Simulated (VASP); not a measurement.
HfN, 2 atoms in the cell. It takes space group I-4m2 (No. 119, tetragonal). The conventional cell has a = 3.472 Å, b = 3.472 Å, c = 5.155 Å, α = 90.00°, β = 90.00°, γ = 90.00°. Hf (site symmetry -4m2) has 4 N at 2.16 Å within 2.9 Å. Within 2.9 Å of N (site symmetry -4m2) lie 4 Hf at 2.16 Å.  This cell differs from its parent crystal: strain +0.000 along x and y, +0.050 along z.

```yaml
Program: VASP 6.6.1
Task: single point
Functional: PBE
Potentials_or_basis: VASP PAW PBE potentials, release 64 (Hf_pv, N)
Cutoff: 520 eV
k_mesh: 16 × 16 × 16
Occupations: gaussian, width 0.15 eV
Spin: no spin polarisation
Dipole_correction: no
Further_INCAR_settings: ALGO = Normal; EDIFF = 1e-07; NBANDS = 14
```

Potentials or basis: VASP PAW PBE potentials, release 64 (Hf_pv, N).

Run with:

```sh
$ cat potpaw_PBE.64/Hf_pv/POTCAR potpaw_PBE.64/N/POTCAR > POTCAR
$ mpirun -np 1 vasp_std > vasp.out
```

Hardware: 1 thread of AMD EPYC 9R45 96-Core Processor (Zen 5), on a shared host.

**Question.** How long does it take, and how much memory?

**Answer.** Run time: 85 s on 1 thread of AMD EPYC 9R45 96-Core Processor (Zen 5), with other jobs on the host, peak memory 0.26 GiB. Counts: scf iterations 14, k points 349.
